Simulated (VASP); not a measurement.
V, 1 atom in the cell. The structure is cubic, space group Im-3m (No. 229). Conventional cell: a = 3.113 Å, b = 3.113 Å, c = 3.113 Å, α = 90.00°, β = 90.00°, γ = 90.00°. V (site symmetry m-3m) has 14 V at 2.70 to 3.11 Å within 3.6 Å. 

| Quantity | Value |
| --- | --- |
| Program | VASP 6.6.1 |
| Task | relaxation of cell and atoms |
| Functional | PBEsol |
| Potentials or basis | VASP PAW PBE potentials, release 64 (V_sv) |
| Cutoff | 600 eV |
| k mesh | 8 × 8 × 8 |
| Occupations | gaussian, width 0.1 eV |
| Spin | no spin polarisation |
| Dipole correction | no |
| Further INCAR settings | ALGO = Normal; EDIFF = 1e-06; IBRION = 2; EDIFFG = -0.05; NSW = 80; ISIF = 3 |

Potentials or basis: VASP PAW PBE potentials, release 64 (V_sv).

Launch:

```bash
$ cat potpaw_PBE.64/V_sv/POTCAR > POTCAR
$ mpirun -np 1 vasp_std > vasp.out
```

Hardware: 1 thread of Intel Xeon 8259CL (shared host).

Task: Estimate the wall time of this run.

Result: Run time: 16 s on 1 thread of Intel Xeon 8259CL, with other jobs on the host, peak memory 0.14 GiB. Counts: scf iterations 33, k points 29, ion steps 4.
